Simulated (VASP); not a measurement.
# LiF (P4mm) in VASP: notebook

LiF is run at these levels: LDA; tasks: single point.

All numbers are computed with VASP 6.6.1; they aren't measurements. Logs are shortened: lines on timing, memory, paths and dates and some standing lists are left out, and cuts for length are marked.

## 1. The cell of the first run

The structure is tetragonal, space group P4mm (No. 99). Conventional cell: a = 2.560 Å, b = 2.560 Å, c = 2.560 Å, α = 90.00°, β = 90.00°, γ = 90.00°. Within 2.9 Å of Li (site symmetry 4mm) lie 8 F at 2.17 to 2.26 Å and 6 Li at 2.56 Å. Within 2.9 Å of F (site symmetry 4mm) lie 8 Li at 2.17 to 2.26 Å and 6 F at 2.56 Å.

## 2. Single point, LDA

INCAR

```
ALGO = Normal
EDIFF = 1E-6
ENCUT = 520
ISIF = 2
ISMEAR = 0
LASPH = T
LCHARG = F
LREAL = F
LWAVE = F
NBANDS = 12
NELM = 80
PREC = Accurate
SIGMA = 0.05
```

KPOINTS

```
k-points
0
Gamma
  10 10 10
```

POSCAR

```
LiF
1.0
    2.5595330000      0.0000000000      0.0000000000
    0.0000000000      2.5595330000      0.0000000000
    0.0000000000      0.0000000000      2.5595330000
Li F
1 1
Direct
   -0.0293022204      0.0000000000      0.0000000000
    0.5000000000      0.5000000000      0.5000000000
```

Potentials or basis: VASP PAW LDA potentials, release 64 (Li_sv, F).

Launch:

```console
> cat potpaw_LDA.64/Li_sv/POTCAR potpaw_LDA.64/F/POTCAR > POTCAR
> mpirun -np 1 vasp_std > vasp.out
```

OUTCAR:

```text
EDIFF = 1E-6
   ENCUT = 520
   ISIF = 2
   ISMEAR = 0
   LASPH = T
   LREAL = F
   NELM = 80
   PREC = Accurate

 ion  position               nearest neighbor table
   1  0.971  0.000  0.000-   2 2.17   2 2.17   2 2.17   2 2.17
   2  0.500  0.500  0.500-   1 2.17   1 2.17   1 2.17   1 2.17

  LATTYP: Found a simple cubic cell.
 ALAT       =     2.5595330000

  Lattice vectors:

 A1 = (   2.5595330000,   0.0000000000,   0.0000000000)
 A2 = (   0.0000000000,   2.5595330000,   0.0000000000)
 A3 = (   0.0000000000,   0.0000000000,   2.5595330000)

Analysis of symmetry for initial positions (statically):
=====================================================================
 Subroutine PRICEL returns:
 Original cell was already a primitive cell.

 Routine SETGRP: Setting up the symmetry group for a
 simple cubic supercell.

 Subroutine GETGRP returns: Found  8 space group operations
 (whereof  8 operations were pure point group operations)
 out of a pool of 48 trial point group operations.

The static configuration has the point symmetry C_4v.

Analysis of symmetry for dynamics (positions and initial velocities):
=====================================================================
 Subroutine PRICEL returns:
 Original cell was already a primitive cell.

 Routine SETGRP: Setting up the symmetry group for a
 simple cubic supercell.

 Subroutine GETGRP returns: Found  8 space group operations
 (whereof  8 operations were pure point group operations)
 out of a pool of 48 trial point group operations.

The dynamic configuration has the point symmetry C_4v.

 Subroutine INISYM returns: Found  8 space group operations
 (whereof  8 operations are pure point group operations),
 and found     1 'primitive' translations

----------------------------------------------------------------------------------------

                                     Primitive cell

  volume of cell :      16.7680

  direct lattice vectors                    reciprocal lattice vectors
     2.559533000  0.000000000  0.000000000     0.390696272  0.000000000  0.000000000
     0.000000000  2.559533000  0.000000000     0.000000000  0.390696272  0.000000000
     0.000000000  0.000000000  2.559533000     0.000000000  0.000000000  0.390696272

  length of vectors
     2.559533000  2.559533000  2.559533000     0.390696272  0.390696272  0.390696272

  position of ions in fractional coordinates (direct lattice)
     0.970697780  0.000000000  0.000000000
     0.500000000  0.500000000  0.500000000

[... 81 lines left out ...]
   NFREE  =      0    steps in history (QN), initial steepest desc. (CG)
   ISIF   =      2    stress and relaxation
   ISYM   =      2    0-nonsym 1-usesym 2-fastsym
   POTIM  = 0.5000    time-step for ionic-motion
   TEBEG  =    0.0;   TEEND  =   0.0 temperature during run
   PSTRESS=    0.0 pullay stress
   NELECT =      10.0000    total number of electrons
   NUPDOWN=      -1.0000    fix difference up-down
   EMIN   =  10.00;   EMAX   =-10.00  energy-range for DOS
   EFERMI =   0.00;   METHOD = LEGACY
   ISMEAR =     0;   SIGMA  =   0.05  broadening in eV -4-tet -1-fermi 0-gaus
   EFERMI_NEDOS =   21; number of points for ismear=-14 and -15
   IALGO  =     38    algorithm
   IMIX   =      4    mixing-type and parameters
     AMIX     =   0.40;   BMIX     =  1.00
     AMIX_MAG =   1.60;   BMIX_MAG =  1.00
  volume/ion in A,a.u.               =       8.38        56.58
  Fermi-wavevector in a.u.,A,eV,Ry     =   1.377994  2.604032 25.835673  1.898868
  Thomas-Fermi vector in A             =   2.503097
   LORBIT       =      0    0 simple, 1 ext, 2 COOP (PROOUT), +10 PAW based schemes
   GGA     = CA    functional components
   LHFCALC =     F    Hartree Fock is set to
   AEXX    =    0.0000 exact exchange contribution
   IVDW    =     0    specifies the selected vdW correction
   LEPSILON=     F    determine dielectric tensor
   LRPA    =     F    only Hartree local field effects (RPA)
 non-spin polarized calculation
 Gauss-broadening in eV      SIGMA  =   0.05
  energy-cutoff  :      520.00
  volume of cell :       16.77
 maximum number of plane-waves:       468
 NGX is ok and might be reduce to    20
   NGX =  9   NGY =  9   NGZ =  9

 number of electron      10.0000016 magnetization

 Free energy of the ion-electron system (eV)
  ---------------------------------------------------
  ext. energy  EPLUGINS =         0.00000000
  ---------------------------------------------------
  free energy    TOTEN  =        -9.87174880 eV

  energy without entropy =       -9.87174880  energy(sigma->0) =       -9.87174880

 E-fermi :   0.1055     XC(G=0): -10.5727

 val. band max:       -0.1988838943   @ k =   0.0000   0.5000   0.5000
 cond. band min:       7.0993140312   @ k =   0.0000   0.0000   0.0000
 fundamental gap:      7.2981979255
 Fermi energy:         0.1055323490

 k-point     1 :       0.0000    0.0000    0.0000
  band No.  band energies     occupation
      1     -41.8373      2.00000
      2     -20.6121      2.00000
      3      -0.8901      2.00000
      4      -0.8901      2.00000
      5      -0.8807      2.00000
      6       7.0993      0.00000
      7      18.0991      0.00000
      8      18.2172      0.00000
      9      20.3202      0.00000
     10      20.3202      0.00000
     11      20.5017      0.00000
     12      37.8136      0.00000
[... 331 lines left out ...]
 k-point    24 :       0.0000    0.5000    0.1000
  band No.  band energies     occupation
      1     -41.7791      2.00000
      2     -20.0857      2.00000
      3      -3.9101      2.00000
      4      -0.8454      2.00000
      5      -0.4553      2.00000
      6       9.0006      0.00000
      7      13.4099      0.00000
      8      18.3209      0.00000
      9      19.9851      0.00000
     10      23.3999      0.00000
     11      26.1631      0.00000
     12      31.3004      0.00000

 [... further k-points ...]
[... 5 lines left out ...]
  --------------------------------------------------------------------------------------
  -------------------------------------------------------------------------------------
  Total       -0.8051673     -0.8267848     -0.8267848      0.0000000      0.0000000      0.0000000
  in kB      -76.9333283    -78.9988657    -78.9988657      0.0000000      0.0000000      0.0000000
  external PRESSURE =     -78.3103532 kB  Pullay stress =       0.0000000 kB

 VOLUME and BASIS-vectors are now :
 -----------------------------------------------------------------------------
  energy-cutoff  :      520.00
  volume of cell :       16.77
      direct lattice vectors                 reciprocal lattice vectors
     2.559533000  0.000000000  0.000000000     0.390696272  0.000000000  0.000000000
     0.000000000  2.559533000  0.000000000     0.000000000  0.390696272  0.000000000
     0.000000000  0.000000000  2.559533000     0.000000000  0.000000000  0.390696272

 POSITION                                       TOTAL-FORCE (eV/Angst)
 -----------------------------------------------------------------------------------
      2.48453      0.00000      0.00000        -0.044835     -0.000000      0.000000
      1.27977      1.27977      1.27977         0.044835      0.000000     -0.000000
 -----------------------------------------------------------------------------------
    total drift:                                0.000473      0.000000     -0.000003

  FREE ENERGIE OF THE ION-ELECTRON SYSTEM (eV)
  ---------------------------------------------------
  free  energy   TOTEN  =        -9.8717487979 eV

  energy  without entropy=       -9.8717487979  energy(sigma->0) =       -9.87174880
```

It took 9.9 s on 1 thread of AMD EPYC 9R14 (Zen 4), shared host; peak memory 0.1 GiB.

Results:

| Quantity | Value |
| --- | --- |
| Free energy | -9.8717 eV |
| Largest force | 0.045 eV/Å |
| Band gap on the k mesh | 7.30 eV, indirect (least direct gap 7.98 eV) |

Forces in eV/Å, atoms in the order of the input:
```
Li  -0.045  0.000  0.000
F    0.045  0.000  0.000
```

Caveat: the cell differs from its parent crystal (all Li atoms moved +0.075 Å, as atom 1 towards its neighbour atom 1 (Li) at 2.560 Å); the cutoff is under 1.25 times the usual one of these potentials, so pressure, stress and relaxed cells hold a basis-set (Pulay) error.

## 3. Single point, LDA

INCAR

```
  PREC = Accurate
  ENCUT = 520
  EDIFF = 1E-6
  ISMEAR = 0
  SIGMA = 0.05
  LREAL = F
  LASPH = T
  NELM = 100
  ALGO = Normal
  ISIF = 2
  LWAVE = F
  LCHARG = T
  GGA = CA
  LELF = T
  LVHAR = T
  NBANDS = 12
```

KPOINTS

```
regular mesh
0
Gamma
  10 10 10
```

POSCAR: that of step 2 with these lines changed.

```diff
@@ -8,3 +8,3 @@
 Direct
-   -0.0293022204      0.0000000000      0.0000000000
+   -0.0439533305      0.0000000000      0.0000000000
     0.5000000000      0.5000000000      0.5000000000
```

Potentials or basis: VASP PAW LDA potentials, release 64 (Li_sv, F).

Launch:

```console
> cat potpaw_LDA.64/Li_sv/POTCAR potpaw_LDA.64/F/POTCAR > POTCAR
> mpirun -np 1 vasp_std > vasp.out
```

Run time: 10 s. Hardware: 1 thread of AMD EPYC 9R14 (Zen 4), shared host; peak memory 0.1 GiB.

It converged, with:

- Free energy: -9.8738 eV
- Largest force: 0.066 eV/Å
- Band gap on the k mesh: 7.29 eV, indirect (least direct gap 7.97 eV)

Forces in eV/Å, atoms in the order of the input:
```
Li  -0.066  0.000  0.000
F    0.066  0.000  0.000
```

Levels at points of the mesh, in eV from the valence-band top:
```tsv
k point	band 1	band 2	band 3	band 4	band 5	band 6	band 7	band 8	band 9	band 10
(0.00, 0.00, 0.00)	-41.63	-20.42	-0.70	-0.70	-0.68	7.29	18.18	18.42	20.54	20.54
(0.50, 0.00, 0.00)	-41.58	-19.94	-3.75	-0.30	-0.30	8.78	13.77	19.95	19.95	23.63
(0.00, 0.50, 0.00)	-41.57	-19.94	-3.75	-0.29	-0.28	8.82	13.65	19.90	20.09	23.73
(0.50, 0.50, 0.00)	-41.53	-19.39	-3.32	-3.32	-0.01	12.28	13.31	14.08	19.03	23.45
(0.00, 0.50, 0.50)	-41.53	-19.38	-3.34	-3.34	0.00	13.04	13.32	13.32	19.10	23.48
(0.50, 0.50, 0.50)	-41.49	-18.93	-2.32	-2.32	-2.29	10.72	10.76	10.76	23.66	23.66
```

Caveat: the cell differs from its parent crystal (all Li atoms moved +0.113 Å, as atom 1 towards its neighbour atom 1 (Li) at 2.560 Å); the cutoff is under 1.25 times the usual one of these potentials, so pressure, stress and relaxed cells hold a basis-set (Pulay) error.

## 4. Single point, LDA

INCAR

```
SYSTEM = LiF
  PREC = Accurate
  ENCUT = 520
  EDIFF = 1E-6
  ISMEAR = 0
  SIGMA = 0.05
  LREAL = .FALSE.
  LASPH = .TRUE.
  NELM = 80
  ALGO = Normal
  ISIF = 2
  LWAVE = .FALSE.
  LCHARG = .FALSE.
  GGA = CA
  NBANDS = 12
```

KPOINTS

```
regular mesh
0
G
  10 10 10
  0 0 0
```

POSCAR: that of step 3 with these lines changed.

```diff
@@ -8,3 +8,3 @@
 Direct
-   -0.0439533305      0.0000000000      0.0000000000
+   -0.0146511102      0.0000000000      0.0000000000
     0.5000000000      0.5000000000      0.5000000000
```

Launch:

```console
> cat potpaw_LDA.64/Li_sv/POTCAR potpaw_LDA.64/F/POTCAR > POTCAR
> mpirun -np 1 vasp_std > vasp.out
```

It took 10 s on 1 thread of AMD EPYC 9R14 (Zen 4), shared host; peak memory 0.1 GiB.

It converged, with:

```
Free energy            : -9.8705 eV
Largest force          : 0.023 eV/Å
Band gap on the k mesh : 7.30 eV, indirect (least direct gap 7.99 eV)
```

Forces on the atoms (eV/Å):
```
Li  -0.023  0.000  0.000
F    0.023  0.000  0.000
```

Levels at points of the mesh, in eV from the valence-band top:
```tsv
k point	band 1	band 2	band 3	band 4	band 5	band 6	band 7	band 8	band 9	band 10
(0.00, 0.00, 0.00)	-41.64	-20.41	-0.69	-0.69	-0.68	7.30	18.38	18.42	20.51	20.51
(0.50, 0.00, 0.00)	-41.59	-19.93	-3.75	-0.28	-0.28	8.78	13.72	19.91	19.91	23.73
(0.00, 0.50, 0.00)	-41.59	-19.93	-3.75	-0.28	-0.28	8.79	13.70	19.90	19.92	23.74
(0.50, 0.50, 0.00)	-41.55	-19.38	-3.33	-3.33	0.00	12.83	13.28	13.48	19.06	23.48
(0.00, 0.50, 0.50)	-41.55	-19.38	-3.33	-3.33	0.00	13.02	13.28	13.28	19.07	23.48
(0.50, 0.50, 0.50)	-41.51	-18.92	-2.30	-2.30	-2.29	10.70	10.71	10.71	23.70	23.70
```

Caveat: the cell differs from its parent crystal (all Li atoms moved +0.037 Å, as atom 1 towards its neighbour atom 1 (Li) at 2.560 Å); the cutoff is under 1.25 times the usual one of these potentials, so pressure, stress and relaxed cells hold a basis-set (Pulay) error.
